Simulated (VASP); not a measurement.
Here is a VASP 6.6.1 calculation.

File INCAR:

```
PREC = Accurate
ENCUT = 520
EDIFF = 1E-7
ISMEAR = 0
SIGMA = 0.15
LREAL = False
LASPH = True
NELM = 60
ALGO = Normal
ISIF = 2
LWAVE = False
LCHARG = True
GGA = PS
LELF = True
LVHAR = True
NBANDS = 16
```

Contents of KPOINTS:

```
regular mesh
0
Gamma
  18 18 6
```

Contents of POSCAR:

```
C
1.0
    1.2868910834     -2.0296566851      0.0000000000
    1.2868910834      2.0296566851      0.0000000000
    0.0000000000      0.0000000000      7.3778182888
C
4
Direct
    0.0833216498      0.9166783502      0.7498439858
    0.5833216498      0.4166783502      0.2501560142
    0.9166783502      0.0833216498      0.2501560142
    0.4166783502      0.5833216498      0.7498439858
```

Potentials or basis: VASP PAW PBE potentials, release 64 (C).

Command:

```sh
$ cat potpaw_PBE.64/C/POTCAR > POTCAR
$ mpirun -np 1 vasp_std > vasp.out
```

**Question.** Estimate the pressure.

**Answer.** 3.6 GPa.

**Question.** Predict the largest force.

**Answer.** 1.509 eV/Å.

Stress tensor (GPa, compression positive):
```
-33.99   0.00   0.00
  0.00  44.97   0.00
  0.00   0.00  -0.11
```

Caveat: the cell differs from its parent crystal (normal strain along x +0.0467, normal strain along y -0.0467); the cell stands under pressure; this functional lacks dispersion, which binds the layers, so the pressure and a relaxed spacing across them are unreliable; the PAW data sets were made with another functional, which shifts forces and pressure a little.
